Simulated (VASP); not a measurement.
# Hf2N (P4_2/mnm) in VASP: notebook

The runs below take Hf2N through single point, with PBEsol.

Everything below comes from runs of VASP 6.6.1. Logs are shortened: lines on timing, memory, paths and dates and some standing lists are left out, and cuts for length are marked.

**1. The cell of the first run**

The structure is tetragonal, space group P4_2/mnm (No. 136). The conventional cell has a = 5.243 Å, b = 5.243 Å, c = 3.195 Å, α = 90.00°, β = 90.00°, γ = 90.00°. Within 2.9 Å of Hf (site symmetry m2m) lie 3 N at 2.19 to 2.20 Å. Within 2.9 Å of N (site symmetry mmm) lie 6 Hf at 2.19 to 2.20 Å.

**2. Single point, PBEsol (equal strain along all axes, cell held: -1.0 %, then relaxed in part)**

INCAR

```
  PREC = Accurate
  ENCUT = 520
  EDIFF = 1E-6
  ISMEAR = 0
  SIGMA = 0.1
  LREAL = F
  LASPH = T
  NELM = 60
  ALGO = Normal
  ISIF = 2
  LWAVE = F
  LCHARG = T
  GGA = PS
  LELF = T
  LVHAR = T
  NBANDS = 34
```

KPOINTS

```
Automatic mesh
0
Gamma
  8 8 12
```

POSCAR

```
Hf2N
1.0
    5.2425835362      0.0000000000      0.0000000000
    0.0000000000      5.2425835362      0.0000000000
    0.0000000000      0.0000000000      3.1951744926
Hf N
4 2
Direct
    0.2950365111      0.2950365111      0.0000000000
    0.7049634889      0.7049634889      0.0000000000
    0.7950365111      0.2049634889      0.5000000000
    0.2049634889      0.7950365111      0.5000000000
    0.0000000000      0.0000000000      0.0000000000
    0.5000000000      0.5000000000      0.5000000000
```

Potentials or basis: VASP PAW PBE potentials, release 64 (Hf_pv, N).

On the command line:

```
$ cat potpaw_PBE.64/Hf_pv/POTCAR potpaw_PBE.64/N/POTCAR > POTCAR
$ mpirun -np 1 vasp_std > vasp.out
```

OUTCAR:

```text
PREC = Accurate
   ENCUT = 520
   EDIFF = 1E-6
   ISMEAR = 0
   LREAL = F
   LASPH = T
   NELM = 60
   ISIF = 2
   GGA = PS

 ion  position               nearest neighbor table
   1  0.295  0.295  0.000-   5 2.19   6 2.20   6 2.20   2 3.04   4 3.11   3 3.11   4 3.11   3 3.11
                             4 3.11   4 3.11   3 3.11   3 3.11   2 3.77   2 3.77
   2  0.705  0.705  0.000-   5 2.19   6 2.20   6 2.20   1 3.04   4 3.11   3 3.11   4 3.11   3 3.11
                             3 3.11   3 3.11   4 3.11   4 3.11   1 3.77   1 3.77
   3  0.795  0.205  0.500-   6 2.19   5 2.20   5 2.20   4 3.04   1 3.11   1 3.11   2 3.11   2 3.11
                             2 3.11   2 3.11   1 3.11   1 3.11   4 3.77   4 3.77
   4  0.205  0.795  0.500-   6 2.19   5 2.20   5 2.20   3 3.04   1 3.11   1 3.11   2 3.11   2 3.11
                             1 3.11   1 3.11   2 3.11   2 3.11   3 3.77   3 3.77
   5  0.000  0.000  0.000-   1 2.19   2 2.19   3 2.20   4 2.20   3 2.20   4 2.20
   6  0.500  0.500  0.500-   3 2.19   4 2.19   1 2.20   2 2.20   1 2.20   2 2.20

  LATTYP: Found a simple tetragonal cell.
 ALAT       =     5.2425835362
 C/A-ratio  =     0.6094656328

  Lattice vectors:

 A1 = (   5.2425835362,   0.0000000000,   0.0000000000)
 A2 = (   0.0000000000,   5.2425835362,   0.0000000000)
 A3 = (   0.0000000000,   0.0000000000,   3.1951744926)

Analysis of symmetry for initial positions (statically):
=====================================================================
 Subroutine PRICEL returns:
 Original cell was already a primitive cell.

 Routine SETGRP: Setting up the symmetry group for a
 simple tetragonal supercell.

 Subroutine GETGRP returns: Found 16 space group operations
 (whereof  8 operations were pure point group operations)
 out of a pool of 16 trial point group operations.

The static configuration has the point symmetry D_2h.
 The point group associated with its full space group is D_4h.

Analysis of symmetry for dynamics (positions and initial velocities):
=====================================================================
 Subroutine PRICEL returns:
 Original cell was already a primitive cell.

 Routine SETGRP: Setting up the symmetry group for a
 simple tetragonal supercell.

 Subroutine GETGRP returns: Found 16 space group operations
 (whereof  8 operations were pure point group operations)
 out of a pool of 16 trial point group operations.

The dynamic configuration has the point symmetry D_2h.
 The point group associated with its full space group is D_4h.

 Subroutine INISYM returns: Found 16 space group operations
 (whereof  8 operations are pure point group operations),
 and found     1 'primitive' translations

----------------------------------------------------------------------------------------

                                     Primitive cell

  volume of cell :      87.8184

  direct lattice vectors                    reciprocal lattice vectors
     5.242583536  0.000000000  0.000000000     0.190745649  0.000000000  0.000000000
     0.000000000  5.242583536  0.000000000     0.000000000  0.190745649  0.000000000
     0.000000000  0.000000000  3.195174493     0.000000000  0.000000000  0.312971953

  length of vectors
     5.242583536  5.242583536  3.195174493     0.190745649  0.190745649  0.312971953

  position of ions in fractional coordinates (direct lattice)
     0.295036511  0.295036511  0.000000000
     0.704963489  0.704963489  0.000000000
     0.795036511  0.204963489  0.500000000
     0.204963489  0.795036511  0.500000000
     0.000000000  0.000000000  0.000000000
     0.500000000  0.500000000  0.500000000

  ion indices of the primitive-cell ions
   primitive index   ion index
                 1           1
                 2           2
                 3           3
                 4           4
                 5           5
                 6           6

----------------------------------------------------------------------------------------

 KPOINTS: Automatic mesh

Automatic generation of k-mesh.
 Grid dimensions read from file:
 generate k-points for:    8    8   12

 Generating k-lattice:

  Cartesian coordinates                     Fractional coordinates (reciprocal lattice)
     0.023843206  0.000000000  0.000000000     0.125000000  0.000000000  0.000000000
     0.000000000  0.023843206  0.000000000     0.000000000  0.125000000  0.000000000
     0.000000000  0.000000000  0.026080996     0.000000000  0.000000000  0.083333333

  Length of vectors
     0.023843206  0.023843206  0.026080996

  Shift w.r.t. Gamma in fractional coordinates (k-lattice)
     0.000000000  0.000000000  0.000000000

 Subroutine IBZKPT returns following result:
 ===========================================

 Found    105 irreducible k-points:

 Following reciprocal coordinates:
            Coordinates               Weight
  0.000000  0.000000  0.000000      1.000000
  0.125000  0.000000  0.000000      4.000000
  0.250000  0.000000  0.000000      4.000000
  0.375000  0.000000  0.000000      4.000000
  0.500000  0.000000  0.000000      2.000000
  0.125000  0.125000  0.000000      4.000000
[... 16 lines left out ...]
  0.375000  0.125000  0.083333     16.000000
  0.500000  0.125000  0.083333      8.000000
 [... further k-points ...]
   k-points           NKPTS =    105   k-points in BZ     NKDIM =    105   number of bands    NBANDS=     34
   number of dos      NEDOS =    301   number of ions     NIONS =      6
   total plane-waves  NPLWV =  38400
   dimension x,y,z NGX =    40 NGY =   40 NGZ =   24
   dimension x,y,z NGXF=    80 NGYF=   80 NGZF=   48
   ions per type =               4   2
   NGX,Y,Z   is equivalent  to a cutoff of  12.68, 12.68, 12.49 a.u.
   NGXF,Y,Z  is equivalent  to a cutoff of  25.37, 25.37, 24.97 a.u.
 SYSTEM =  unknown system
   PREC   = accura    normal or accurate (medium, high low for compatibility)
   ISTART =      0    job   : 0-new  1-cont  2-samecut
   ICHARG =      2    charge: 1-file 2-atom 10-const
   ISPIN  =      1    spin polarized calculation?
   LNONCOLLINEAR =      F non collinear calculations
   LSORBIT =      F    spin-orbit coupling
   LASPH  =      T    aspherical Exc in radial PAW
   ENCUT  =  520.0 eV  38.22 Ry    6.18 a.u.   9.75  9.75  5.94*2*pi/ulx,y,z
   NELM   =     60;   NELMIN=  2; NELMDL= -5     # of ELM steps
   EDIFF  = 0.1E-05   stopping-criterion for ELM
   LREAL  =      F    real-space projection
   EDIFFG = 0.1E-04   stopping-criterion for IOM
   NSW    =      0    number of steps for IOM
   IBRION =     -1    ionic relax: 0-MD 1-quasi-New 2-CG
   NFREE  =      0    steps in history (QN), initial steepest desc. (CG)
   ISIF   =      2    stress and relaxation
   ISYM   =      2    0-nonsym 1-usesym 2-fastsym
   POTIM  = 0.5000    time-step for ionic-motion
   TEBEG  =    0.0;   TEEND  =   0.0 temperature during run
   PSTRESS=    0.0 pullay stress
   NELECT =      50.0000    total number of electrons
   NUPDOWN=      -1.0000    fix difference up-down
   EMIN   =  10.00;   EMAX   =-10.00  energy-range for DOS
   EFERMI =   0.00;   METHOD = LEGACY
   ISMEAR =     0;   SIGMA  =   0.10  broadening in eV -4-tet -1-fermi 0-gaus
   EFERMI_NEDOS =   21; number of points for ismear=-14 and -15
   IALGO  =     38    algorithm
   IMIX   =      4    mixing-type and parameters
     AMIX     =   0.40;   BMIX     =  1.00
     AMIX_MAG =   1.60;   BMIX_MAG =  1.00
  volume/ion in A,a.u.               =      14.64        98.77
  Fermi-wavevector in a.u.,A,eV,Ry     =   1.356864  2.564102 25.049422  1.841081
  Thomas-Fermi vector in A             =   2.483831
   LORBIT       =      0    0 simple, 1 ext, 2 COOP (PROOUT), +10 PAW based schemes
   GGA     = PS    functional components
   LHFCALC =     F    Hartree Fock is set to
   AEXX    =    0.0000 exact exchange contribution
   IVDW    =     0    specifies the selected vdW correction
   LEPSILON=     F    determine dielectric tensor
   LRPA    =     F    only Hartree local field effects (RPA)
 non-spin polarized calculation
 Gauss-broadening in eV      SIGMA  =   0.10
  energy-cutoff  :      520.00
  volume of cell :       87.82
 maximum number of plane-waves:      2396
 NGX is ok and might be reduce to    40
   NGX = 19   NGY = 19   NGZ = 11

 number of electron      49.9999999 magnetization

 Free energy of the ion-electron system (eV)
  ---------------------------------------------------
  ext. energy  EPLUGINS =         0.00000000
  ---------------------------------------------------
  free energy    TOTEN  =       -67.46560315 eV

  energy without entropy =      -67.45342318  energy(sigma->0) =      -67.45951316

 E-fermi :   6.1040     XC(G=0): -12.3087

 val. band max:        6.1038043306   @ k =   0.5000   0.0000   0.2500
 cond. band min:       6.1061583388   @ k =   0.5000   0.5000   0.2500
 fundamental gap:      0.0023540082
 Fermi energy:         6.1039953571

 k-point     1 :       0.0000    0.0000    0.0000
  band No.  band energies     occupation
      1     -25.0378      2.00000
      2     -24.4542      2.00000
      3     -24.3863      2.00000
      4     -24.3863      2.00000
      5     -24.1253      2.00000
      6     -23.9508      2.00000
[... 26 lines left out ...]
     33       9.5025      0.00000
     34       9.5025      0.00000

 k-point     2 :       0.1250    0.0000    0.0000
  band No.  band energies     occupation
      1     -25.0122      2.00000
      2     -24.4471      2.00000
      3     -24.4160      2.00000
      4     -24.3499      2.00000
      5     -24.1157      2.00000
      6     -23.9459      2.00000
[... 26 lines left out ...]
     33       9.4776      0.00000
     34       9.8318      0.00000

 k-point     3 :       0.2500    0.0000    0.0000
  band No.  band energies     occupation
      1     -24.9405      2.00000
      2     -24.4937      2.00000
      3     -24.4054      2.00000
      4     -24.2648      2.00000
      5     -24.0882      2.00000
      6     -23.9536      2.00000
[... 26 lines left out ...]
     33       9.4648      0.00000
     34      10.2682      0.00000

 k-point     4 :       0.3750    0.0000    0.0000
  band No.  band energies     occupation
      1     -24.8368      2.00000
      2     -24.5995      2.00000
      3     -24.3163      2.00000
      4     -24.1556      2.00000
      5     -24.0463      2.00000
      6     -24.0416      2.00000
[... 26 lines left out ...]
     33       9.9023      0.00000
     34      10.7493      0.00000

 k-point     5 :       0.5000    0.0000    0.0000
  band No.  band energies     occupation
      1     -24.7181      2.00000
      2     -24.7181      2.00000
      3     -24.1862      2.00000
      4     -24.1862      2.00000
      5     -24.0420      2.00000
      6     -24.0420      2.00000
[... 621 lines left out ...]
 k-point    22 :       0.2500    0.1250    0.0833
  band No.  band energies     occupation
      1     -24.8990      2.00000
      2     -24.4731      2.00000
      3     -24.3939      2.00000
      4     -24.2659      2.00000
      5     -24.0911      2.00000
      6     -23.9730      2.00000
[... 26 lines left out ...]
     33       9.9461      0.00000
     34      10.7226      0.00000

 k-point    23 :       0.3750    0.1250    0.0833
  band No.  band energies     occupation
      1     -24.7988      2.00000
      2     -24.5714      2.00000
      3     -24.3163      2.00000
      4     -24.1835      2.00000
      5     -24.0631      2.00000
      6     -24.0427      2.00000
[... 26 lines left out ...]
     33      10.2584      0.00000
     34      10.8344      0.00000

 k-point    24 :       0.5000    0.1250    0.0833
  band No.  band energies     occupation
      1     -24.6845      2.00000
      2     -24.6845      2.00000
      3     -24.2005      2.00000
      4     -24.2005      2.00000
      5     -24.0985      2.00000
      6     -24.0985      2.00000
[... 26 lines left out ...]
     33      10.3063      0.00000
     34      10.3063      0.00000

 [... further k-points ...]
[... 5 lines left out ...]
  --------------------------------------------------------------------------------------
  -------------------------------------------------------------------------------------
  Total        3.0453965      3.0453965      3.1370770      0.0000000      0.0000000      0.0000000
  in kB       55.5608819     55.5608819     57.2335205      0.0000000      0.0000000      0.0000000
  external PRESSURE =      56.1184281 kB  Pullay stress =       0.0000000 kB

 VOLUME and BASIS-vectors are now :
 -----------------------------------------------------------------------------
  energy-cutoff  :      520.00
  volume of cell :       87.82
      direct lattice vectors                 reciprocal lattice vectors
     5.242583536  0.000000000  0.000000000     0.190745649  0.000000000  0.000000000
     0.000000000  5.242583536  0.000000000     0.000000000  0.190745649  0.000000000
     0.000000000  0.000000000  3.195174493     0.000000000  0.000000000  0.312971953

 POSITION                                       TOTAL-FORCE (eV/Angst)
 -----------------------------------------------------------------------------------
      1.54675      1.54675      0.00000         0.001858      0.001858      0.000000
      3.69583      3.69583      0.00000        -0.001858     -0.001858     -0.000000
      4.16805      1.07454      1.59759         0.001858     -0.001858     -0.000000
      1.07454      4.16805      1.59759        -0.001858      0.001858     -0.000000
      0.00000      0.00000      0.00000         0.000000      0.000000     -0.000000
      2.62129      2.62129      1.59759         0.000000      0.000000     -0.000000
 -----------------------------------------------------------------------------------
    total drift:                               -0.000000      0.000000      0.000000

  FREE ENERGIE OF THE ION-ELECTRON SYSTEM (eV)
  ---------------------------------------------------
  free  energy   TOTEN  =       -67.4656031482 eV

  energy  without entropy=      -67.4534231765  energy(sigma->0) =      -67.45951316
```

Run time: 6.3 min. Hardware: 1 thread of AMD EPYC 7R13, shared host; peak memory 0.33 GiB.

What came out:

| Item | Value |
| --- | --- |
| Free energy | -67.4656 eV |
| Pressure | 5.6 GPa |
| Band gap on the k mesh | zero (band 25 reaches 7.61 eV, above the bottom of band 26 at 4.82 eV) |

Forces in eV/Å, atoms in the order of the input:
```
Hf   0.002  0.002  0.000
Hf  -0.002 -0.002  0.000
Hf   0.002 -0.002  0.000
Hf  -0.002  0.002  0.000
N    0.000  0.000  0.000
N    0.000  0.000  0.000
```

Stress tensor (GPa, compression positive):
```
5.56 0.00 0.00
0.00 5.56 0.00
0.00 0.00 5.72
```

Caveat: the cell differs from its parent crystal (equal strain along all axes, cell held: -1.0 %, then relaxed in part); the PAW data sets were made with another functional, which shifts forces and pressure a little; spin-orbit coupling is left out, which moves the levels of the heavy elements.

**3. Single point, PBEsol**

This run uses another cell than the first one, of 15.08 Å³/atom, 1.031 times its volume.

INCAR

```
SYSTEM = Hf2N
ALGO = Normal
EDIFF = 1E-6
ENCUT = 520
GGA = PS
ISIF = 2
ISMEAR = 0
LASPH = .True.
LCHARG = .False.
LREAL = .False.
LWAVE = .False.
NBANDS = 34
NELM = 60
PREC = Accurate
SIGMA = 0.1
```

KPOINTS

```
k-points
0
Gamma
  8 8 12
  0 0 0
```

POSCAR

```
Hf2N
1.0
    5.2955389254      0.0000000000      0.0000000000
    0.0000000000      5.2955389254      0.0000000000
    0.0000000000      0.0000000000      3.2274489825
Hf N
4 2
Direct
    0.2954633019      0.2954633019      0.0000000000
    0.7045366981      0.7045366981      0.0000000000
    0.7954633019      0.2045366981      0.5000000000
    0.2045366981      0.7954633019      0.5000000000
    0.0000000000      0.0000000000      0.0000000000
    0.5000000000      0.5000000000      0.5000000000
```

Potentials or basis: VASP PAW PBE potentials, release 64 (Hf_pv, N).

On the command line:

```
$ cat potpaw_PBE.64/Hf_pv/POTCAR potpaw_PBE.64/N/POTCAR > POTCAR
$ mpirun -np 1 vasp_std > vasp.out
```

Wall time 6.9 min (1 thread of AMD EPYC 7R13, shared host); peak memory 0.34 GiB.

The run converged. Its results:

```
Free energy            : -67.5040 eV
Pressure               : -1.0 GPa
Band gap on the k mesh : zero (band 25 reaches 7.32 eV, above the bottom of band 26 at 4.62 eV)
```

Forces on the atoms (eV/Å):
```
Hf   0.002  0.002  0.000
Hf  -0.002 -0.002  0.000
Hf   0.002 -0.002  0.000
Hf  -0.002  0.002  0.000
N    0.000  0.000  0.000
N    0.000  0.000  0.000
```

Stress tensor (GPa, compression positive):
```
-0.95  0.00  0.00
 0.00 -0.95  0.00
 0.00  0.00 -1.10
```

Levels at points of the mesh, in eV from the Fermi level:
```tsv
k point	band 22	band 23	band 24	band 25	band 26	band 27	band 28	band 29
(0.00, 0.00, 0.00)	-2.16	-0.10	0.79	1.05	1.12	1.12	1.57	1.78
(0.50, 0.00, 0.00)	-2.50	-1.08	-1.08	1.44	1.44	1.88	1.88	1.99
(0.50, 0.50, 0.00)	-1.78	-1.44	-1.44	1.05	1.05	1.52	1.52	1.84
(0.00, 0.00, 0.50)	-1.46	-1.27	-1.27	-1.26	-1.26	2.19	2.19	3.73
(0.50, 0.00, 0.50)	-1.98	-1.17	-1.17	-0.95	-0.95	1.78	1.78	3.86
(0.50, 0.50, 0.50)	-1.71	-0.87	-0.87	-0.55	-0.55	1.30	1.30	2.92
```

Caveat: the PAW data sets were made with another functional, which shifts forces and pressure a little; spin-orbit coupling is left out, which moves the levels of the heavy elements.
